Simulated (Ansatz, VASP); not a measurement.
TePb: VASP beside Ansatz

```
Pb Te
1.0
     4.64367    0.00000    0.00000
     0.00000    4.64367    0.00000
     0.00000    0.00000   18.98280
Pb Te
4 4
Cartesian
  0.0000 0.0000 4.7760
  2.3218 2.3218 7.6063
  0.0000 0.0000 11.3764
  2.3218 2.3218 14.2068
  2.3218 2.3218 4.5000
  0.0000 0.0000 7.8453
  2.3218 2.3218 11.1373
  0.0000 0.0000 14.4828
```

Alike in both runs: task single point; functional PBE; k mesh 6 × 6 × 1; occupations fermi-dirac, width 0.02 eV; no spin polarisation.

```csv
,VASP,Ansatz
version,VASP 6.6.1,Ansatz 0.2.0
potentials or method,"VASP PAW PBE potentials, release 64 (Pb_d, Te), cutoff 520 eV","all-electron LAPW, scalar-relativistic"
```

Ansatz gave:

- gap on the k mesh at the Fermi level (eV): 1.33
- rms of the force components (eV/Å): 0.001

**Question.** Estimate VASP's values.

**Answer.** gap on the k mesh at the Fermi level (eV): 1.33; rms of the force components (eV/Å): 0.003.

Ansatz ran all-electron here, and VASP with PAW potentials. Ansatz's warnings: vacuum density over bound.

Spin-orbit coupling is off throughout.
